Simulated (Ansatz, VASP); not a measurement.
Given: the input of a run of Ansatz 0.2.0 on V.

File input.yaml:

```yaml
crystal:
  lattice:
    - [-1.574924, 1.574924, 1.51435]
    - [1.574924, -1.574924, 1.51435]
    - [1.574924, 1.574924, -1.51435]
  atoms:
    - { symbol: V, position: [0.0, 0.0, 0.0], spin: 2.0 }
kpoints:
  mp_grid: { grid: [9, 9, 9] }
scf:
  occupations: { method: fermi_dirac, width: 0.05 }
hamiltonian:
  xc: pbe
  pseudopotentials: { kind: all_electron, lapw: { basis_error: 0.001 } }
magnetization:
  spin_polarized: true
output:
  forces: true
  stress: true
  eigenvalues: true
```

Potentials or basis: all-electron LAPW, scalar-relativistic.

Command:

```bash
$ ansatz run input.yaml --threads 2 --pin off --max-ram 6144MiB --backend cpu --events-out ev --progress --plain --runs-dir out
```

**Question.** Set up the same calculation for VASP 6.6.1. Potentials there: VASP PAW PBE potentials, release 64 (V_sv).

**Answer.** As run (the cutoff follows the program's own potentials):

File INCAR:

```
SYSTEM = V
PREC = Accurate
ENCUT = 520
EDIFF = 1E-7
ISMEAR = -1
SIGMA = 0.05
LREAL = .False.
LASPH = .True.
NELM = 150
ALGO = Normal
ISIF = 2
LWAVE = .False.
LCHARG = .True.
ISPIN = 2
MAGMOM = 2
LORBIT = 11
LMAXMIX = 4
GGA = PE
LELF = .True.
LVHAR = .True.
NBANDS = 16
```

The input KPOINTS:

```
regular mesh
0
Gamma
  9 9 9
  0 0 0
```

POSCAR

```
V
1.0
   -1.5749240000      1.5749240000      1.5143500000
    1.5749240000     -1.5749240000      1.5143500000
    1.5749240000      1.5749240000     -1.5143500000
V
1
Direct
    0.0000000000      0.0000000000      0.0000000000
```

Potentials or basis: VASP PAW PBE potentials, release 64 (V_sv).

Run with:

```console
$ cat potpaw_PBE.64/V_sv/POTCAR > POTCAR
$ mpirun -np 1 vasp_std > vasp.out
```

Both were run:

|  | VASP | Ansatz | Ansatz less VASP |
| --- | --- | --- | --- |
| gap on the k mesh at the Fermi level (eV) | none | none | - |
| pressure (GPa) | -15.9 | -16.1 | -0.19 |
| traceless stress, the component that is largest in VASP (GPa) | 1.34 | 1.36 | +0.023 |
| net moment per atom (μB) | 0.00 | 0.00 | 0.000 |

A gap of «none» marks a metal or a gap that the smearing closes. Ansatz ran all-electron here, and VASP with PAW potentials.

Noted on Ansatz's run: the k mesh is thin for a metal, which can move the energy by tens of meV per atom.
